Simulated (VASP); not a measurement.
# WSe2 in VASP: single point with PBE

Aim: the single point of WSe2 with PBE.

All numbers are computed with VASP 6.6.1; they aren't measurements. Logs are shortened: lines on timing, memory, paths and dates and some standing lists are left out, and cuts for length are marked.

## Step 1: The cell of the first run

The cell holds a slab with vacuum, 3 atoms: a = 3.318 Å, b = 3.318 Å, c = 16.658 Å, α = 90.00°, β = 90.00°, γ = 120.00°.

## Step 2: Single point, PBE

INCAR

```
SYSTEM = WSe2
ALGO     = Normal         ! electronic algorithm
EDIFF    = 1E-6           ! SCF threshold, eV
ENCUT    = 520            ! plane-wave cutoff, eV
GGA      = PE             ! functional
ISIF     = 2              ! what is computed and relaxed
ISMEAR   = 1              ! smearing method
LASPH    = .TRUE.         ! aspherical terms in the spheres
LCHARG   = .FALSE.        ! write CHGCAR
LREAL    = .FALSE.        ! projectors in reciprocal space
LWAVE    = .FALSE.        ! write WAVECAR
NBANDS   = 20             ! bands
NELM     = 60             ! most SCF steps
PREC     = Accurate       ! precision mode
SIGMA    = 0.05           ! smearing width, eV
```

KPOINTS

```
k-points
0
G
  12 12 2
  0 0 0
```

POSCAR

```
WSe2
1.0
    3.3179375931      0.0000000000      0.0000000000
   -1.6589687966      2.8734182438      0.0000000000
    0.0000000000      0.0000000000     16.6581424200
W Se
1 2
Direct
    0.0000000000      0.0000000000      0.0000000000
    0.3333333333      0.6666666667      0.0997865200
    0.3333333333      0.6666666667      0.9002134800
```

Potentials or basis: VASP PAW PBE potentials, release 64 (W_sv, Se).

Started as:

```console
$ cat potpaw_PBE.64/W_sv/POTCAR potpaw_PBE.64/Se/POTCAR > POTCAR
$ mpirun -np 1 vasp_std > vasp.out
```

OUTCAR:

```text
SYSTEM = WSe2
   EDIFF = 1E-6
   ENCUT = 520
   GGA = PE
   ISIF = 2
   ISMEAR = 1
   LASPH = .TRUE.
   LREAL = .FALSE.
   NELM = 60
   PREC = Accurate

 ion  position               nearest neighbor table
   1  0.000  0.000  0.000-   2 2.54   3 2.54   2 2.54   3 2.54   2 2.54   3 2.54
   2  0.333  0.667  0.100-   1 2.54   1 2.54   1 2.54
   3  0.333  0.667  0.900-   1 2.54   1 2.54   1 2.54

  LATTYP: Found a hexagonal cell.
 ALAT       =     3.3179375931
 C/A-ratio  =     5.0206316281

  Lattice vectors:

 A1 = (   3.3179375931,   0.0000000000,   0.0000000000)
 A2 = (  -1.6589687966,   2.8734182438,   0.0000000000)
 A3 = (   0.0000000000,   0.0000000000,  16.6581424200)

Analysis of symmetry for initial positions (statically):
=====================================================================
 Subroutine PRICEL returns:
 Original cell was already a primitive cell.

 Routine SETGRP: Setting up the symmetry group for a
 hexagonal supercell.

 Subroutine GETGRP returns: Found 12 space group operations
 (whereof 12 operations were pure point group operations)
 out of a pool of 24 trial point group operations.

The static configuration has the point symmetry D_3h.

Analysis of symmetry for dynamics (positions and initial velocities):
=====================================================================
 Subroutine PRICEL returns:
 Original cell was already a primitive cell.

 Routine SETGRP: Setting up the symmetry group for a
 hexagonal supercell.

 Subroutine GETGRP returns: Found 12 space group operations
 (whereof 12 operations were pure point group operations)
 out of a pool of 24 trial point group operations.

The dynamic configuration has the point symmetry D_3h.

 Subroutine INISYM returns: Found 12 space group operations
 (whereof 12 operations are pure point group operations),
 and found     1 'primitive' translations

----------------------------------------------------------------------------------------

                                     Primitive cell

  volume of cell :     158.8158

  direct lattice vectors                    reciprocal lattice vectors
     3.317937593  0.000000000  0.000000000     0.301392046  0.174008779  0.000000000
    -1.658968797  2.873418244  0.000000000     0.000000000  0.348017558  0.000000000
     0.000000000  0.000000000 16.658142420     0.000000000  0.000000000  0.060030703

  length of vectors
     3.317937593  3.317937593 16.658142420     0.348017558  0.348017558  0.060030703

  position of ions in fractional coordinates (direct lattice)
     0.000000000  0.000000000  0.000000000
     0.333333333  0.666666667  0.099786520
     0.333333333  0.666666667  0.900213480

  ion indices of the primitive-cell ions
   primitive index   ion index
                 1           1
                 2           2
                 3           3

----------------------------------------------------------------------------------------

 KPOINTS: k-points

Automatic generation of k-mesh.
 Grid dimensions read from file:
 generate k-points for:   12   12    2

 Generating k-lattice:

  Cartesian coordinates                     Fractional coordinates (reciprocal lattice)
     0.025116004  0.014500732  0.000000000     0.083333333  0.000000000  0.000000000
     0.000000000  0.029001463  0.000000000     0.000000000  0.083333333  0.000000000
     0.000000000  0.000000000  0.030015351     0.000000000  0.000000000  0.500000000

  Length of vectors
     0.029001463  0.029001463  0.030015351

  Shift w.r.t. Gamma in fractional coordinates (k-lattice)
     0.000000000  0.000000000  0.000000000

 Subroutine IBZKPT returns following result:
 ===========================================

 Found     38 irreducible k-points:

 Following reciprocal coordinates:
            Coordinates               Weight
  0.000000  0.000000  0.000000      1.000000
  0.083333  0.000000  0.000000      6.000000
  0.166667  0.000000  0.000000      6.000000
  0.250000  0.000000  0.000000      6.000000
  0.333333  0.000000  0.000000      6.000000
  0.416667  0.000000  0.000000      6.000000
[... 16 lines left out ...]
  0.250000  0.000000  0.500000      6.000000
  0.333333  0.000000  0.500000      6.000000
 [... further k-points ...]
   k-points           NKPTS =     38   k-points in BZ     NKDIM =     38   number of bands    NBANDS=     20
   number of dos      NEDOS =    301   number of ions     NIONS =      3
   total plane-waves  NPLWV =  98784
   dimension x,y,z NGX =    28 NGY =   28 NGZ =  126
   dimension x,y,z NGXF=    56 NGYF=   56 NGZF=  252
   ions per type =               1   2
   NGX,Y,Z   is equivalent  to a cutoff of  14.03, 14.03, 12.57 a.u.
   NGXF,Y,Z  is equivalent  to a cutoff of  28.06, 28.06, 25.15 a.u.
 SYSTEM =  WSe2
   PREC   = accura    normal or accurate (medium, high low for compatibility)
   ISTART =      0    job   : 0-new  1-cont  2-samecut
   ICHARG =      2    charge: 1-file 2-atom 10-const
   ISPIN  =      1    spin polarized calculation?
   LNONCOLLINEAR =      F non collinear calculations
   LSORBIT =      F    spin-orbit coupling
   LASPH  =      T    aspherical Exc in radial PAW
   ENCUT  =  520.0 eV  38.22 Ry    6.18 a.u.   6.17  6.17 30.97*2*pi/ulx,y,z
   NELM   =     60;   NELMIN=  2; NELMDL= -5     # of ELM steps
   EDIFF  = 0.1E-05   stopping-criterion for ELM
   LREAL  =      F    real-space projection
   EDIFFG = 0.1E-04   stopping-criterion for IOM
   NSW    =      0    number of steps for IOM
   IBRION =     -1    ionic relax: 0-MD 1-quasi-New 2-CG
   NFREE  =      0    steps in history (QN), initial steepest desc. (CG)
   ISIF   =      2    stress and relaxation
   ISYM   =      2    0-nonsym 1-usesym 2-fastsym
   POTIM  = 0.5000    time-step for ionic-motion
   TEBEG  =    0.0;   TEEND  =   0.0 temperature during run
   PSTRESS=    0.0 pullay stress
   NELECT =      26.0000    total number of electrons
   NUPDOWN=      -1.0000    fix difference up-down
   EMIN   =  10.00;   EMAX   =-10.00  energy-range for DOS
   EFERMI =   0.00;   METHOD = LEGACY
   ISMEAR =     1;   SIGMA  =   0.05  broadening in eV -4-tet -1-fermi 0-gaus
   EFERMI_NEDOS =   21; number of points for ismear=-14 and -15
   IALGO  =     38    algorithm
   IMIX   =      4    mixing-type and parameters
     AMIX     =   0.40;   BMIX     =  1.00
     AMIX_MAG =   1.60;   BMIX_MAG =  1.00
  volume/ion in A,a.u.               =      52.94       357.25
  Fermi-wavevector in a.u.,A,eV,Ry     =   0.895574  1.692389 10.912587  0.802053
  Thomas-Fermi vector in A             =   2.017923
   LORBIT       =      0    0 simple, 1 ext, 2 COOP (PROOUT), +10 PAW based schemes
   GGA     = PE    functional components
   LHFCALC =     F    Hartree Fock is set to
   AEXX    =    0.0000 exact exchange contribution
   IVDW    =     0    specifies the selected vdW correction
   LEPSILON=     F    determine dielectric tensor
   LRPA    =     F    only Hartree local field effects (RPA)
 non-spin polarized calculation
 Methfessel and Paxton  Order N= 1 SIGMA  =   0.05
  energy-cutoff  :      520.00
  volume of cell :      158.82
 maximum number of plane-waves:      4302
 NGX is ok and might be reduce to    28
   NGX = 13   NGY = 13   NGZ = 61

 number of electron      25.9999999 magnetization

 Free energy of the ion-electron system (eV)
  ---------------------------------------------------
  ext. energy  EPLUGINS =         0.00000000
  ---------------------------------------------------
  free energy    TOTEN  =       -21.61669150 eV

  energy without entropy =      -21.61673177  energy(sigma->0) =      -21.61670492

 E-fermi :  -0.8393     XC(G=0):  -4.7746

 val. band max:       -0.8813929386   @ k =   0.3333   0.3333   0.0000
 cond. band min:       0.6405915793   @ k =   0.3333   0.3333   0.5000
 fundamental gap:      1.5219845179
 Fermi energy:        -0.8393029604

 k-point     1 :       0.0000    0.0000    0.0000
  band No.  band energies     occupation
      1     -74.9314      2.00000
      2     -39.1579      2.00000
      3     -39.0590      2.00000
      4     -39.0590      2.00000
      5     -15.6223      2.00000
      6     -14.3321      2.00000
[... 12 lines left out ...]
     19       4.0380      0.00000
     20       4.2852      0.00000

 k-point     2 :       0.0833    0.0000    0.0000
  band No.  band energies     occupation
      1     -74.9308      2.00000
      2     -39.1552      2.00000
      3     -39.0735      2.00000
      4     -39.0624      2.00000
      5     -15.5207      2.00000
      6     -14.2826      2.00000
[... 12 lines left out ...]
     19       4.1773      0.00000
     20       4.6431      0.00000

 k-point     3 :       0.1667    0.0000    0.0000
  band No.  band energies     occupation
      1     -74.9291      2.00000
      2     -39.1476      2.00000
      3     -39.1127      2.00000
      4     -39.0716      2.00000
      5     -15.2300      2.00000
      6     -14.1413      2.00000
[... 12 lines left out ...]
     19       4.5608      0.00000
     20       5.3352      0.00000

 k-point     4 :       0.2500    0.0000    0.0000
  band No.  band energies     occupation
      1     -74.9269      2.00000
      2     -39.1658      2.00000
      3     -39.1374      2.00000
      4     -39.0842      2.00000
      5     -14.7937      2.00000
      6     -13.9315      2.00000
[... 12 lines left out ...]
     19       5.1406      0.00000
     20       5.8065      0.00000

 k-point     5 :       0.3333    0.0000    0.0000
  band No.  band energies     occupation
      1     -74.9246      2.00000
      2     -39.2184      2.00000
      3     -39.1271      2.00000
      4     -39.0968      2.00000
      5     -14.2948      2.00000
      6     -13.6978      2.00000
[... 12 lines left out ...]
     19       5.6097      0.00000
     20       5.7900      0.00000
[... 353 lines left out ...]
      6     -14.2826      2.00000
[... 12 lines left out ...]
     19       3.9031      0.00000
     20       4.9633      0.00000

 k-point    22 :       0.1667    0.0000    0.5000
  band No.  band energies     occupation
      1     -74.9291      2.00000
      2     -39.1476      2.00000
      3     -39.1127      2.00000
      4     -39.0716      2.00000
      5     -15.2300      2.00000
      6     -14.1413      2.00000
[... 12 lines left out ...]
     19       4.2935      0.00000
     20       5.8761      0.00000

 k-point    23 :       0.2500    0.0000    0.5000
  band No.  band energies     occupation
      1     -74.9269      2.00000
      2     -39.1658      2.00000
      3     -39.1374      2.00000
      4     -39.0842      2.00000
      5     -14.7937      2.00000
      6     -13.9315      2.00000
[... 12 lines left out ...]
     19       4.8923      0.00000
     20       6.1944      0.00000

 k-point    24 :       0.3333    0.0000    0.5000
  band No.  band energies     occupation
      1     -74.9246      2.00000
      2     -39.2184      2.00000
      3     -39.1271      2.00000
      4     -39.0968      2.00000
      5     -14.2948      2.00000
      6     -13.6978      2.00000
[... 12 lines left out ...]
     19       5.6328      0.00000
     20       5.6946      0.00000

 [... further k-points ...]

------------------------ aborting loop because EDIFF is reached ----------------------------------------

  FORCE on cell =-STRESS in cart. coord.  units (eV):
  Direction    XX          YY          ZZ          XY          YZ          ZX
  --------------------------------------------------------------------------------------
  -------------------------------------------------------------------------------------
  Total        0.5195968      0.5195968      1.1151733     -0.0000000      0.0000000      0.0000000
  in kB        5.2418358      5.2418358     11.2501762     -0.0000000      0.0000000      0.0000000
  external PRESSURE =       7.2446159 kB  Pullay stress =       0.0000000 kB

 VOLUME and BASIS-vectors are now :
 -----------------------------------------------------------------------------
  energy-cutoff  :      520.00
  volume of cell :      158.82
      direct lattice vectors                 reciprocal lattice vectors
     3.317937593  0.000000000  0.000000000     0.301392046  0.174008779  0.000000000
    -1.658968797  2.873418244  0.000000000     0.000000000  0.348017558  0.000000000
     0.000000000  0.000000000 16.658142420     0.000000000  0.000000000  0.060030703

 POSITION                                       TOTAL-FORCE (eV/Angst)
 -----------------------------------------------------------------------------------
      0.00000      0.00000      0.00000         0.000000      0.000000      0.000000
     -0.00000      1.91561      1.66226        -0.000000      0.000000      0.339149
     -0.00000      1.91561     14.99588        -0.000000     -0.000000     -0.339149
 -----------------------------------------------------------------------------------
    total drift:                                0.000000     -0.000000     -0.000000

  FREE ENERGIE OF THE ION-ELECTRON SYSTEM (eV)
  ---------------------------------------------------
  free  energy   TOTEN  =       -21.6166915021 eV

  energy  without entropy=      -21.6167317653  energy(sigma->0) =      -21.61670492
```

It took 3 min on 1 thread of Intel Xeon Platinum 8375C at 2.90GHz (Ice Lake), shared host; peak memory 0.36 GiB.

What came out:

* Free energy: -21.6167 eV
* Largest force: 0.339 eV/Å
* Band gap on the k mesh: 1.52 eV

Forces on the atoms (eV/Å):
```
W    0.000  0.000  0.000
Se   0.000  0.000  0.339
Se   0.000  0.000 -0.339
```

Levels at points of the mesh, in eV from the valence-band top:
```
           k point  band 9  band 10  band 11  band 12  band 13  band 14  band 15  band 16  band 17  band 18
(0.00, 0.00, 0.00)   -2.41    -2.10    -1.28    -1.28    -0.27     2.93     2.93     3.13     3.13     4.22
(0.50, 0.00, 0.00)   -4.17    -3.02    -2.07    -0.98    -0.97     2.35     2.74     3.73     4.38     4.43
(0.00, 0.00, 0.50)   -2.41    -2.10    -1.28    -1.28    -0.27     2.93     2.93     3.13     3.13     4.29
(0.50, 0.00, 0.50)   -4.17    -3.02    -2.07    -0.98    -0.97     2.35     2.74     3.73     4.38     4.43
```

Caveat: spin-orbit coupling is left out, which moves the levels of the heavy elements.
